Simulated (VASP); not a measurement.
## TiO2: single point with LDA

The system is TiO2.

```
Ti O
1.0
     1.48728    0.85868    6.93469
    -1.48728    0.85868    6.93469
     0.00000   -1.71736    6.93469
Ti O
1 2
Cartesian
  0.0000 0.0000 0.0000
  0.0000 0.0000 7.8958
  0.0000 0.0000 12.9082
```

This cell differs from its parent crystal: volume scaled by 0.98.

```json
{"Program": "VASP 6.6.1", "Task": "single point", "Functional": "LDA", "Potentials or basis": "VASP PAW LDA potentials, release 64 (Ti_sv, O)", "Cutoff": "520 eV", "k mesh": "10 × 10 × 10", "Occupations": "fermi-dirac, width 0.05 eV", "Spin": "no spin polarisation"}
```

- Pressure: -4.4 GPa
- Largest force: 0.465 eV/Å
- Band gap on the k mesh: 2.66 eV, indirect (least direct gap 2.83 eV)

Forces on the atoms (eV/Å):
```
Ti   0.000  0.000  0.000
O    0.000  0.000 -0.465
O    0.000  0.000  0.465
```

Stress tensor (GPa, compression positive):
```
-5.25  0.00  0.00
 0.00 -5.25  0.00
 0.00  0.00 -2.84
```

Levels at points of the mesh, in eV from the valence-band top:
| k point | band 10 | band 11 | band 12 | band 13 | band 14 | band 15 |
| --- | --- | --- | --- | --- | --- | --- |
| (0.00, 0.00, 0.00) | -0.67 | -0.17 | -0.17 | 2.66 | 2.66 | 4.43 |
| (0.50, 0.00, 0.00) | -1.72 | -1.21 | -0.66 | 2.92 | 3.73 | 3.82 |
| (0.50, 0.50, 0.00) | -1.73 | -1.21 | -0.65 | 2.92 | 3.73 | 3.82 |
| (0.50, 0.50, 0.50) | -0.73 | -0.17 | -0.17 | 2.66 | 2.66 | 4.44 |

Run time: 5.2 min on 1 thread of Intel(R) Xeon(R) 6975P-C (Granite Rapids), on a shared host, peak memory 0.36 GiB.

 A k mesh can miss the band edges.
